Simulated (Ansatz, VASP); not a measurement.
# Two plane-wave programs on Al

File INCAR:

```
SYSTEM = Al
PREC = Accurate
ENCUT = 520
EDIFF = 1E-7
ISMEAR = -1
SIGMA = 0.1
LREAL = .False.
LASPH = .True.
NELM = 60
ALGO = Normal
ISIF = 2
LWAVE = .False.
LCHARG = .False.
GGA = CA
NBANDS = 8
```

File KPOINTS:

```
regular mesh
0
Gamma
  12 12 12
  0 0 0
```

Contents of POSCAR:

```
Al
1.0
    0.0000000000      2.1027576040      2.1027576040
    2.1027576040      0.0000000000      2.1027576040
    2.1027576040      2.1027576040      0.0000000000
Al
1
Direct
    0.0000000000      0.0000000000      0.0000000000
```

Input for Ansatz:

```yaml
crystal:
  lattice:
    - [0.0, 2.102757603979725, 2.102757603979725]
    - [2.102757603979725, 0.0, 2.102757603979725]
    - [2.102757603979725, 2.102757603979725, 0.0]
  atoms:
    - { symbol: Al, position: [0.0, 0.0, 0.0] }
basis:
  ecutwfc: 517.016338673772
kpoints:
  mp_grid:
    grid: [12, 12, 12]
hamiltonian:
  xc: lda
  pseudopotentials:
    kind: paw
scf:
  convergence:
    dr2_threshold: 1.0e-10
  occupations:
    method: fermi_dirac
output:
  stress: true
```

Alike in both runs: task single point; functional LDA; k mesh 12 × 12 × 12; no spin polarisation.

|  | VASP | Ansatz |
| --- | --- | --- |
| version | VASP 6.6.1 | Ansatz 0.2.0 |
| potentials or method | VASP PAW LDA potentials, release 64 (Al), cutoff 520 eV | plane waves, PAW |
| occupations | fermi-dirac, width 0.1 eV | fermi-dirac |
| valence electrons in the cell | 3 | 3 |

|  | VASP | Ansatz | Ansatz less VASP |
| --- | --- | --- | --- |
| pressure (GPa) | -9.4 | -9.4 | -0.01 |

LDA's correlation is that of Perdew and Zunger in VASP and of Perdew and Wang (1992) in Ansatz.
